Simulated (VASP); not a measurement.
The system is HfBi3O.

```
Hf Bi O
1.0
     4.63146    0.00000    0.00000
     0.00000    4.63146    0.00000
     0.00000    0.00000    4.65253
Hf Bi O
1 3 1
Direct
  0.50000 0.50000 0.49000
  0.50000 0.50000 0.01900
  0.50000 0.00000 0.51700
  0.00000 0.50000 0.51700
  0.00000 0.00000 0.00000
```

The cell was built from a structure type or drawn by symmetry, and may not be a known phase.

* Program: VASP 6.6.1
* Task: relaxation of cell and atoms
* Functional: PBE
* Potentials or basis: VASP PAW PBE potentials, release 64 (Hf_pv, Bi_d, O)
* Cutoff: 600 eV
* k mesh: 4 × 4 × 4
* Occupations: gaussian, width 0.1 eV
* Spin: no spin polarisation

At the start: pressure 74.2 GPa; volume 19.96 Å³/atom.

**Question.** How do energy, volume and symmetry change on relaxing?

**Answer.** Over 41 steps the energy falls by 2553.1 meV/atom and the volume is 33.78 Å³/atom (+69.3 %); space group P4mm (No. 99, to 0.1 Å) before and after.

The path:
| step | energy change (eV) | largest force (eV/Å) | pressure (GPa) | volume (Å³) |
| --- | --- | --- | --- | --- |
| 1 | 0.0000 | 9.1710 | 74.24 | 99.80 |
| 3 | -9.1328 | 8.3897 | 3.97 | 170.70 |
| 5 | -10.2135 | 0.8096 | -3.66 | 188.51 |
| 7 | -10.2514 | 1.5427 | -2.55 | 184.09 |
| 9 | -10.5693 | 0.9208 | 1.53 | 164.70 |
| 11 | -10.6178 | 0.3574 | 0.74 | 166.69 |
| 13 | -10.6323 | 0.3598 | -0.32 | 170.42 |
| 15 | -10.6729 | 0.4491 | -0.16 | 169.84 |
| 17 | -10.8496 | 1.5173 | 0.78 | 167.25 |
| 19 | -11.7650 | 4.8989 | 5.55 | 157.17 |
| 21 | -11.7675 | 4.9072 | 5.59 | 157.15 |
| 23 | -11.7781 | 4.9446 | 5.60 | 157.08 |
| 25 | -11.8111 | 5.1151 | 5.68 | 156.78 |
| 27 | -11.8571 | 5.2646 | 5.69 | 156.51 |
| 29 | -12.0820 | 4.3102 | 4.81 | 157.69 |
| 31 | -12.6100 | 1.6234 | 2.10 | 162.41 |
| 33 | -12.7094 | 0.3868 | 0.46 | 166.58 |
| 35 | -12.7156 | 0.4357 | 0.62 | 166.19 |
| 37 | -12.7465 | 0.3502 | 0.39 | 167.29 |
| 39 | -12.7629 | 0.2345 | 0.05 | 168.83 |
| 41 | -12.7657 | 0.0230 | 0.09 | 168.92 |

Final structure:
```
Hf Bi O
1.0
     5.38864    0.00000    0.00000
     0.00000    5.38864    0.00000
     0.00000    0.00000    5.81733
Hf Bi O
1 3 1
Direct
  0.50000 0.50000 0.69157
  0.50000 0.50000 0.17762
  0.50000 0.00000 0.55994
  0.00000 0.50000 0.55994
  0.00000 0.00000 0.55393
```

Caveat: the volume moved by over 15 % at a fixed basis, so the end points are rough; an odd number of electrons without spin polarisation forces a metal; a magnetic or distorted state may lie lower.
